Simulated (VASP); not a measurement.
Set up this calculation in VASP 6.6.1, as the native input.

```
Task                   : single point
Functional             : PBE
Potentials or basis    : VASP PAW PBE potentials, release 64 (C, O)
Cutoff                 : 520 eV
k mesh                 : 8 × 8 × 2
Occupations            : gaussian, width 0.1 eV
Spin                   : no spin polarisation
Dipole correction      : no
Further INCAR settings : ALGO = Normal; EDIFF = 1e-06; NBANDS = 25
```

The structure of CO2 lies in POSCAR:

```
CO2
1.0
    2.3339186015      0.0000000000      0.0000000000
    0.0000000000      2.3339186015      0.0000000000
    0.0000000000      0.0000000000     10.5108098410
C O
2 4
Direct
    0.0000000000      0.0000000000      0.0000000000
    0.5000000000      0.5000000000      0.5000000000
    1.0000000000      0.5000000000      0.0785028595
    0.0000000000      0.5000000000      0.5785028595
    0.5000000000      0.0000000000      0.4214971405
    0.5000000000      1.0000000000      0.9214971405
```

One way to write it, as run:

INCAR

```
PREC = Accurate
ENCUT = 520
EDIFF = 1E-6
ISMEAR = 0
SIGMA = 0.1
LREAL = F
LASPH = T
NELM = 100
ALGO = Normal
ISIF = 2
LWAVE = F
LCHARG = T
GGA = PE
LELF = T
LVHAR = T
NBANDS = 25
```

KPOINTS

```
regular mesh
0
Gamma
  8 8 2
```

Potentials or basis: VASP PAW PBE potentials, release 64 (C, O).

Launch:

```bash
$ cat potpaw_PBE.64/C/POTCAR potpaw_PBE.64/O/POTCAR > POTCAR
$ mpirun -np 1 vasp_std > vasp.out
```

It gave:

The pressure is 1.4 GPa and the largest force is 0.139 eV/Å. The band gap on the k mesh is 3.89 eV, indirect (least direct gap 4.30 eV).

Caveat: this functional lacks dispersion, which binds the layers, so the pressure and a relaxed spacing across them are unreliable.

Wall time 47 s on 1 thread of AMD EPYC 7R13, on a shared host, peak memory 0.14 GiB.
